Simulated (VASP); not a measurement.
Set up this calculation in VASP 6.6.1, as the native input.

* Task: optical spectrum
* Functional: PBEsol
* Potentials or basis: VASP PAW PBE potentials, release 64 (V_sv, O)
* Cutoff: 520 eV
* k mesh: 8 × 4 × 6
* Occupations: gaussian, width 0.03 eV
* Spin: no spin polarisation
* Further INCAR settings: ALGO = Normal; EDIFF = 1e-06; NBANDS = 104

The structure of V2O5 lies in POSCAR:

```
V2O5                                    
1.0
    3.5507585293      0.0000000000      0.0000000000
    0.0000000000     11.6801801434      0.0000000000
    0.0000000000      0.0000000000      4.2513519350
  V               O             
     4    10
Direct
     0.0000000000000000    0.8521272426814034    0.1096971406700943
     0.0000000000000000    0.1478727573185967    0.1096971406700943
     0.5000000000000000    0.3521272426814034    0.8903028593299056
     0.5000000000000000    0.6478727573185966    0.8903028593299056
     0.0000000000000000    0.8537216142888024    0.4858805698865841
     0.0000000000000000    0.1462783857111973    0.4858805698865841
     0.5000000000000000    0.3537216142888025    0.5141194301134157
     0.5000000000000000    0.6462783857111976    0.5141194301134157
     0.0000000000000000    0.6816192774475996    0.9970513980581134
     0.0000000000000000    0.3183807225523932    0.9970513980581134
     0.5000000000000000    0.1816192774476068    0.0029486019418866
     0.5000000000000000    0.8183807225524004    0.0029486019418866
     0.0000000000000000    0.0000000000000000    0.0064676740244435
     0.5000000000000000    0.5000000000000000    0.9935323259755566
```

These files were run (other wordings do the same):

INCAR

```
SYSTEM = V2O5
PREC     = Accurate       ! precision mode
ENCUT    = 520            ! plane-wave cutoff, eV
EDIFF    = 1E-6           ! SCF threshold, eV
ISMEAR   = 0              ! smearing method
SIGMA    = 0.03           ! smearing width, eV
LREAL    = .False.        ! projectors in reciprocal space
LASPH    = .True.         ! aspherical terms in the spheres
NELM     = 80             ! most SCF steps
ALGO     = Normal         ! electronic algorithm
ISIF     = 2              ! what is computed and relaxed
LWAVE    = .False.        ! write WAVECAR
LCHARG   = .False.        ! write CHGCAR
GGA      = PS             ! functional
LOPTICS  = .True.         ! frequency-dependent dielectric function
NBANDS   = 104            ! bands
NEDOS    = 2000           ! points of the DOS
CSHIFT   = 0.1          
KPAR     = 4
```

KPOINTS

```
regular mesh
0
Gamma
  8 4 6
  0 0 0
```

Potentials or basis: VASP PAW PBE potentials, release 64 (V_sv, O).

The run is started by

```sh
$ cat potpaw_PBE.64/V_sv/POTCAR potpaw_PBE.64/O/POTCAR > POTCAR
$ mpirun -np 4 vasp_std > vasp.out
```

Results of the run:

```
Pressure               : -2.7 GPa
Largest force          : 0.451 eV/Å
Band gap on the k mesh : 1.60 eV (least direct gap 1.92 eV)
```

Caveat: spectra need much finer meshes, so this one isn't converged; independent-particle spectra lack excitons; the PAW data sets were made with another functional, which shifts forces and pressure a little.

Wall time 4.4 min on 4 MPI ranks on Intel(R) Xeon(R) 6975P-C (Granite Rapids), on a shared host, peak memory 1.7 GiB a rank.
